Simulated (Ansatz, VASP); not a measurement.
**Two plane-wave programs on PbS**

Contents of POSCAR:

```
PbS
1.0
    3.6536590000      0.0000000000      0.0000000000
    0.0000000000      3.6536590000      0.0000000000
    0.0000000000      0.0000000000      3.6536590000
Pb S
1 1
Direct
    0.0000000000      0.0000000000      0.0000000000
    0.5000000000      0.5000000000      0.5000000000
```

The input INCAR.step1:

```
SYSTEM = PbS
ALGO = Normal
EDIFF = 1E-4
ENCUT = 600
GGA = PE
ISMEAR = -1
LASPH = .True.
LCHARG = .False.
LREAL = .False.
LWAVE = .True.
NELM = 100
PREC = Accurate
SIGMA = 0.05
```

INCAR.step2

```
SYSTEM = PbS
ALGO = Normal
EDIFF = 1E-6
EDIFFG = -0.01
ENCUT = 600
IBRION = 2
ISIF = 3
ISMEAR = -1
ISTART = 1
LASPH = .True.
LCHARG = .False.
LMIXTAU = .True.
LREAL = .False.
LWAVE = .False.
METAGGA = R2SCAN
NELM = 100
NSW = 60
PREC = Accurate
SIGMA = 0.05
```

Contents of KPOINTS:

```
k-points
0
Gamma
  7 7 7
  0 0 0
```

Contents of input.yaml:

```yaml
crystal:
  lattice:
    - [3.653659, 0.0, 0.0]
    - [0.0, 3.653659, 0.0]
    - [0.0, 0.0, 3.653659]
  atoms:
    - { symbol: Pb, position: [0.0, 0.0, 0.0] }
    - { symbol: S, position: [0.5, 0.5, 0.5] }
hamiltonian:
  xc: r2scan
  pseudopotentials: { kind: paw }
kpoints:
  mp_grid: { grid: [7, 7, 7] }
scf:
  occupations: { method: fermi_dirac, width: 0.05 }
output:
  forces: true
  stress: true
  eigenvalues: true
  write_density: true
  write_potential: true
  elf: true
  volumetric_format: npy
relax:
  f_tol: 0.01
  max_steps: 40
  cell: { stress_tol: 0.05 }
```

Alike in both runs: task relaxation of cell and atoms; functional r2SCAN; k mesh 7 × 7 × 7; occupations fermi-dirac, width 0.05 eV; no spin polarisation.

|  | VASP | Ansatz |
| --- | --- | --- |
| version | VASP 6.6.1 | Ansatz 0.2.0 |
| potentials or method | VASP PAW PBE potentials, release 64 (Pb_d, S) | Ansatz PAW |
| plane-wave cutoff (eV) | 600 | 500 |
| valence electrons in the cell | 20 | 20 |

```tsv
	VASP	Ansatz	Ansatz less VASP
gap on the k mesh at the Fermi level, each at its own relaxed structure (eV)	0.30	0.30	-0.007
relaxed volume (Å³/atom)	24.11	24.09	-0.017
relaxed cell length with the largest relative difference (Å)	3.640	3.639	-0.0009
```

VASP's potentials were made for PBE, not for r2SCAN.

Spin-orbit coupling is off throughout. Noted on Ansatz's run: odd divisions of the mesh miss points on the zone boundary, where band edges often lie, so the gap on the mesh can be too wide; the plane-wave basis is chosen anew once the cell has moved, so the energies of steps on either side of that aren't comparable.
